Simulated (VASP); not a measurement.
Ga32HO48 (a cell with a defect) (H interstitial hop between voids), 81 atoms in the cell. The cell holds a defect, 81 atoms: a = 10.798 Å, b = 10.798 Å, c = 10.798 Å, α = 55.86°, β = 55.86°, γ = 55.86°. 

* Program: VASP 6.6.1
* Task: single point
* Functional: PBE
* Potentials or basis: VASP PAW PBE potentials, release 64 (Ga_d, O, H)
* Cutoff: 520 eV
* k mesh: 1 × 1 × 1
* Occupations: fermi-dirac, width 0.01 eV
* Spin: no spin polarisation
* Dipole correction: no
* Charge: 1
* Further INCAR settings: LREAL = Auto; ALGO = Normal; EDIFF = 1e-06; NBANDS = 398; NELECT = 704.0

Potentials or basis: VASP PAW PBE potentials, release 64 (Ga_d, O, H).

Command:

```console
$ cat potpaw_PBE.64/Ga_d/POTCAR potpaw_PBE.64/O/POTCAR potpaw_PBE.64/H/POTCAR > POTCAR
$ mpirun -np 1 vasp_gam > vasp.out
```

Hardware: 1 thread of Intel(R) Xeon(R) Platinum 8375C CPU @ 2.90GHz (Ice Lake), with other jobs on the host.

Question: How long does it take, and how much memory?

Answer: It took 13 min on 1 thread of Intel(R) Xeon(R) Platinum 8375C CPU @ 2.90GHz (Ice Lake) (shared host), peak memory 1 GiB. Counts: scf iterations 20, k points 1.
